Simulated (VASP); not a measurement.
# Hg (R-3m) in VASP: a series of runs

Runs on Hg. Level: r2SCAN. Tasks: single point.

All numbers are computed with VASP 6.6.1; they aren't measurements. Logs are shortened: lines on timing, memory, paths and dates and some standing lists are left out, and cuts for length are marked.

### 1 The cell of the first run

Symmetry: R-3m, No. 166, trigonal system. The conventional cell has a = 3.756 Å, b = 3.756 Å, c = 6.464 Å, α = 90.00°, β = 90.00°, γ = 120.00°. Hg (site symmetry -3m) has 12 Hg at 3.06 to 3.76 Å within 4.0 Å.

### 2 Single point, r2SCAN

Input file POSCAR:

```
Hg
1.0
    1.8778599936      1.0841829728      2.1547276236
   -1.8778599936      1.0841829728      2.1547276236
    0.0000000000     -2.1683659456      2.1547276235
Hg
1
Direct
    0.0000000000      0.0000000000      0.0000000000
```

Input file INCAR.step1:

```
PREC = Accurate ; ENCUT = 520
ISMEAR = 1 ; SIGMA = 0.6
LREAL = F ; LASPH = T
NELM = 80 ; NBANDS = 12
GGA = PE ; ALGO = Normal
EDIFF = 1E-4 ; LWAVE = T
LCHARG = F
```

Input file INCAR.step2:

```
PREC = Accurate ; ENCUT = 520
EDIFF = 1E-6 ; ISMEAR = 1
SIGMA = 0.6 ; LREAL = F
LASPH = T ; NELM = 80
ALGO = Normal ; ISIF = 2
LWAVE = F ; LCHARG = F
METAGGA = R2SCAN ; LMIXTAU = T
NBANDS = 12 ; ISTART = 1
```

Input file KPOINTS:

```
Automatic mesh
0
Gamma
  11 11 11
```

Potentials or basis: VASP PAW PBE potentials, release 64 (Hg).

The run is started by

```console
$ cat potpaw_PBE.64/Hg/POTCAR > POTCAR
$ cp INCAR.step1 INCAR
$ mpirun -np 1 vasp_std > vasp.out
$ cp INCAR.step2 INCAR
$ mpirun -np 1 vasp_std > vasp.out
```

OUTCAR:

```text
PREC = Accurate
   ENCUT = 520
   EDIFF = 1E-6
   ISMEAR = 1
   LREAL = F
   LASPH = T
   NELM = 80
   ISIF = 2
   METAGGA = R2SCAN
   ISTART = 1

 ion  position               nearest neighbor table
   1  0.000  0.000  0.000-

  LATTYP: Found a trigonal (rhomboedric) cell.
 ALAT       =     3.0569039903
 COS(alpha) =     0.2452679073

  Lattice vectors:

 A1 = (   1.8778599936,   1.0841829728,   2.1547276236)
 A2 = (  -1.8778599936,   1.0841829728,   2.1547276236)
 A3 = (   0.0000000000,  -2.1683659456,   2.1547276235)

Analysis of symmetry for initial positions (statically):
=====================================================================
 Subroutine PRICEL returns:
 Original cell was already a primitive cell.

 Routine SETGRP: Setting up the symmetry group for a
 trigonal (rhombohedral) supercell.

 Subroutine GETGRP returns: Found 12 space group operations
 (whereof 12 operations were pure point group operations)
 out of a pool of 12 trial point group operations.

The static configuration has the point symmetry D_3d.

Analysis of symmetry for dynamics (positions and initial velocities):
=====================================================================
 Subroutine PRICEL returns:
 Original cell was already a primitive cell.

 Routine SETGRP: Setting up the symmetry group for a
 trigonal (rhombohedral) supercell.

 Subroutine GETGRP returns: Found 12 space group operations
 (whereof 12 operations were pure point group operations)
 out of a pool of 12 trial point group operations.

The dynamic configuration has the point symmetry D_3d.

 Subroutine INISYM returns: Found 12 space group operations
 (whereof 12 operations are pure point group operations),
 and found     1 'primitive' translations

----------------------------------------------------------------------------------------

                                     Primitive cell

  volume of cell :      26.3214

  direct lattice vectors                    reciprocal lattice vectors
     1.877859994  1.084182973  2.154727624     0.266260532  0.153725590  0.154698594
    -1.877859994  1.084182973  2.154727624    -0.266260532  0.153725590  0.154698594
     0.000000000 -2.168365946  2.154727623     0.000000000 -0.307451179  0.154698594

  length of vectors
     3.056903990  3.056903990  3.056903990     0.344177109  0.344177109  0.344177109

  position of ions in fractional coordinates (direct lattice)
     0.000000000  0.000000000  0.000000000

  ion indices of the primitive-cell ions
   primitive index   ion index
                 1           1

----------------------------------------------------------------------------------------

 KPOINTS: Automatic mesh

Automatic generation of k-mesh.
 Grid dimensions read from file:
 generate k-points for:   11   11   11

 Generating k-lattice:

  Cartesian coordinates                     Fractional coordinates (reciprocal lattice)
     0.024205503  0.013975054  0.014063509     0.090909091  0.000000000  0.000000000
    -0.024205503  0.013975054  0.014063509     0.000000000  0.090909091  0.000000000
     0.000000000 -0.027950107  0.014063509     0.000000000  0.000000000  0.090909091

  Length of vectors
     0.031288828  0.031288828  0.031288828

  Shift w.r.t. Gamma in fractional coordinates (k-lattice)
     0.000000000  0.000000000  0.000000000

 Subroutine IBZKPT returns following result:
 ===========================================

 Found    146 irreducible k-points:

 Following reciprocal coordinates:
            Coordinates               Weight
  0.000000  0.000000  0.000000      1.000000
  0.090909 -0.000000 -0.000000      6.000000
  0.181818 -0.000000 -0.000000      6.000000
  0.272727 -0.000000 -0.000000      6.000000
  0.363636 -0.000000 -0.000000      6.000000
  0.454545 -0.000000 -0.000000      6.000000
[... 16 lines left out ...]
 -0.272727  0.181818  0.000000     12.000000
 -0.181818  0.181818  0.000000      6.000000
 [... further k-points ...]
   k-points           NKPTS =    146   k-points in BZ     NKDIM =    146   number of bands    NBANDS=     12
   number of dos      NEDOS =    301   number of ions     NIONS =      1
   total plane-waves  NPLWV =  13824
   dimension x,y,z NGX =    24 NGY =   24 NGZ =   24
   dimension x,y,z NGXF=    48 NGYF=   48 NGZF=   48
   ions per type =               1
   NGX,Y,Z   is equivalent  to a cutoff of  13.05, 13.05, 13.05 a.u.
   NGXF,Y,Z  is equivalent  to a cutoff of  26.10, 26.10, 26.10 a.u.
 SYSTEM =  unknown system
   PREC   = accura    normal or accurate (medium, high low for compatibility)
   ISTART =      1    job   : 0-new  1-cont  2-samecut
   ICHARG =      0    charge: 1-file 2-atom 10-const
   ISPIN  =      1    spin polarized calculation?
   LNONCOLLINEAR =      F non collinear calculations
   LSORBIT =      F    spin-orbit coupling
   LASPH  =      T    aspherical Exc in radial PAW
   ENCUT  =  520.0 eV  38.22 Ry    6.18 a.u.   5.68  5.68  5.68*2*pi/ulx,y,z
   NELM   =     80;   NELMIN=  2; NELMDL=  0     # of ELM steps
   EDIFF  = 0.1E-05   stopping-criterion for ELM
   LREAL  =      F    real-space projection
   EDIFFG = 0.1E-04   stopping-criterion for IOM
   NSW    =      0    number of steps for IOM
   IBRION =     -1    ionic relax: 0-MD 1-quasi-New 2-CG
   NFREE  =      0    steps in history (QN), initial steepest desc. (CG)
   ISIF   =      2    stress and relaxation
   ISYM   =      2    0-nonsym 1-usesym 2-fastsym
   POTIM  = 0.5000    time-step for ionic-motion
   TEBEG  =    0.0;   TEEND  =   0.0 temperature during run
   PSTRESS=    0.0 pullay stress
   NELECT =      12.0000    total number of electrons
   NUPDOWN=      -1.0000    fix difference up-down
   EMIN   =  10.00;   EMAX   =-10.00  energy-range for DOS
   EFERMI =   0.00;   METHOD = LEGACY
   ISMEAR =     1;   SIGMA  =   0.60  broadening in eV -4-tet -1-fermi 0-gaus
   EFERMI_NEDOS =   21; number of points for ismear=-14 and -15
   IALGO  =     38    algorithm
   IMIX   =      4    mixing-type and parameters
     AMIX     =   0.40;   BMIX     =  1.00
     AMIX_MAG =   1.60;   BMIX_MAG =  1.00
  volume/ion in A,a.u.               =      26.32       177.63
  Fermi-wavevector in a.u.,A,eV,Ry     =   1.259985  2.381027 21.600101  1.587563
  Thomas-Fermi vector in A             =   2.393518
   LORBIT       =      0    0 simple, 1 ext, 2 COOP (PROOUT), +10 PAW based schemes
   METAGGA = R2SCAN    functional components
   LHFCALC =     F    Hartree Fock is set to
   AEXX    =    0.0000 exact exchange contribution
   IVDW    =     0    specifies the selected vdW correction
   LEPSILON=     F    determine dielectric tensor
   LRPA    =     F    only Hartree local field effects (RPA)
 non-spin polarized calculation
 Methfessel and Paxton  Order N= 1 SIGMA  =   0.60
  energy-cutoff  :      520.00
  volume of cell :       26.32
 maximum number of plane-waves:       720
   NGX = 11   NGY = 11   NGZ = 11

 number of electron      12.0000003 magnetization

 Free energy of the ion-electron system (eV)
  ---------------------------------------------------
  ext. energy  EPLUGINS =         0.00000000
  ---------------------------------------------------
  free energy    TOTEN  =       -49.35007496 eV

  energy without entropy =      -49.35076444  energy(sigma->0) =      -49.35030479

 E-fermi :   1.9486     XC(G=0): -10.8079

 val. band max:        1.9291148290   @ k =  -0.4545   0.1818   0.1818
 cond. band min:       1.9698025643   @ k =  -0.1818   0.4545   0.0909
 fundamental gap:      0.0406877353
 Fermi energy:         1.9486288454

 k-point     1 :       0.0000    0.0000    0.0000
  band No.  band energies     occupation
      1      -6.7474      2.00000
      2      -6.1041      2.00000
      3      -6.1041      2.00000
      4      -4.5182      2.00000
      5      -4.5182      2.00000
      6      -4.5182      2.00000
      7      13.3299     -0.00000
      8      13.3299     -0.00000
      9      13.5541     -0.00000
     10      17.4610      0.00000
     11      18.9733      0.00000
     12      18.9733      0.00000

 k-point     2 :       0.0909   -0.0000   -0.0000
  band No.  band energies     occupation
      1      -6.5912      2.00000
      2      -6.0941      2.00000
      3      -6.0206      2.00000
      4      -4.5528      2.00000
      5      -4.5364      2.00000
      6      -4.5196      2.00000
      7      11.6691     -0.00000
      8      13.4694     -0.00000
      9      13.6327     -0.00000
     10      18.0653      0.00000
     11      18.9781      0.00000
     12      20.3031      0.00000

 k-point     3 :       0.1818   -0.0000   -0.0000
  band No.  band energies     occupation
      1      -6.3308      2.00000
      2      -6.0715      2.00000
      3      -5.5846      2.00000
      4      -4.6385      2.00000
      5      -4.5707      2.00000
      6      -4.5222      2.00000
      7       8.8579     -0.00000
      8      13.8188     -0.00000
      9      13.9217     -0.00000
     10      18.5948      0.00000
     11      19.0272      0.00000
     12      22.0213      0.00000
[... 286 lines left out ...]
 k-point    23 :      -0.2727    0.1818    0.0000
  band No.  band energies     occupation
      1      -6.0667      2.00000
      2      -5.6598      2.00000
      3      -5.0402      2.00000
      4      -4.6828      2.00000
      5      -4.6376      2.00000
      6      -3.4556      2.00000
      7       5.7080     -0.00000
      8       8.8012     -0.00000
      9      15.8731      0.00000
     10      18.5561      0.00000
     11      19.3251      0.00000
     12      21.0241      0.00000

 k-point    24 :      -0.1818    0.1818    0.0000
  band No.  band energies     occupation
      1      -6.0915      2.00000
      2      -5.7437      2.00000
      3      -5.3163      2.00000
      4      -4.6485      2.00000
      5      -4.6418      2.00000
      6      -4.1996      2.00000
      7       7.9872     -0.00000
      8       8.9625     -0.00000
      9      15.3690      0.00000
     10      18.3161      0.00000
     11      20.2687      0.00000
     12      21.2354      0.00000

 [... further k-points ...]

------------------------ aborting loop because EDIFF is reached ----------------------------------------

  FORCE on cell =-STRESS in cart. coord.  units (eV):
  Direction    XX          YY          ZZ          XY          YZ          ZX
  --------------------------------------------------------------------------------------
  -------------------------------------------------------------------------------------
  Total        0.0627184      0.0627184      0.0563956     -0.0000000      0.0000000     -0.0000000
  in kB        3.8176503      3.8176503      3.4327828     -0.0000000      0.0000000     -0.0000000
  external PRESSURE =       3.6893611 kB  Pullay stress =       0.0000000 kB

 VOLUME and BASIS-vectors are now :
 -----------------------------------------------------------------------------
  energy-cutoff  :      520.00
  volume of cell :       26.32
      direct lattice vectors                 reciprocal lattice vectors
     1.877859994  1.084182973  2.154727624     0.266260532  0.153725590  0.154698594
    -1.877859994  1.084182973  2.154727624    -0.266260532  0.153725590  0.154698594
     0.000000000 -2.168365946  2.154727623     0.000000000 -0.307451179  0.154698594

 POSITION                                       TOTAL-FORCE (eV/Angst)
 -----------------------------------------------------------------------------------
      0.00000      0.00000      0.00000         0.000000      0.000000      0.000000
 -----------------------------------------------------------------------------------
    total drift:                               -0.000000     -0.000000     -0.000000

  FREE ENERGIE OF THE ION-ELECTRON SYSTEM (eV)
  ---------------------------------------------------
  free  energy   TOTEN  =       -49.3500749599 eV

  energy  without entropy=      -49.3507644450  energy(sigma->0) =      -49.35030479
```

It took 45 s on 1 thread of Intel Xeon 6975P-C (Granite Rapids), shared host; peak memory 0.17 GiB.

What came out:

```yaml
Free_energy: -49.3501 eV
Pressure: 0.4 GPa
Band_gap_on_the_k_mesh: zero (bands 6 and 7 overlap by 2.63 eV)
```

Caveat: so wide a smearing shifts energies and pressures; the PAW data sets were made with another functional, which shifts forces and pressure a little; spin-orbit coupling is left out, which moves the levels of the heavy elements.

[end of part 1 of 2]
